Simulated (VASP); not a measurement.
Input of a VASP 6.6.1 run:

INCAR

```
SYSTEM = BN
ALGO = Normal ; EDIFF = 1E-6
ENCUT = 520 ; GGA = PE
ISIF = 2 ; ISMEAR = 0
LASPH = .TRUE. ; LCHARG = .TRUE.
LELF = .TRUE. ; LREAL = .FALSE.
LVHAR = .TRUE. ; LWAVE = .FALSE.
NBANDS = 16 ; NELM = 80
PREC = Accurate ; SIGMA = 0.05
```

Contents of KPOINTS:

```
k-points
0
G
  12 12 6
  0 0 0
```

POSCAR

```
BN
1.0
    2.5539396017      0.0000000000      0.0000000000
   -1.2769698009      2.2117765748      0.0000000000
    0.0000000000      0.0000000000      4.2268550000
B N
2 2
Direct
    0.7220675423      0.4441350845      0.9997240000
    0.2779324577      0.5558649155      0.4997240000
    0.6073252298      0.2146504596      0.6252760000
    0.3926747702      0.7853495404      0.1252760000
```

Potentials or basis: VASP PAW PBE potentials, release 64 (B, N).

Command:

```console
$ cat potpaw_PBE.64/B/POTCAR potpaw_PBE.64/N/POTCAR > POTCAR
$ mpirun -np 1 vasp_std > vasp.out
```

(1) Estimate the largest force.

(2) What does it give for the pressure?

(3) Predict the band gap on the k mesh.

## Answers

(1) 3.558 eV/Å.

(2) -0.1 GPa.

(3) 3.89 eV, indirect (least direct gap 7.00 eV).

Caveat: the cell differs from its parent crystal (mode 4 (471.6 1/cm) frozen in, largest displacement +0.263 Å); forces of over 1 eV/Å act on the atoms, so gaps and moduli don't describe the material at rest.
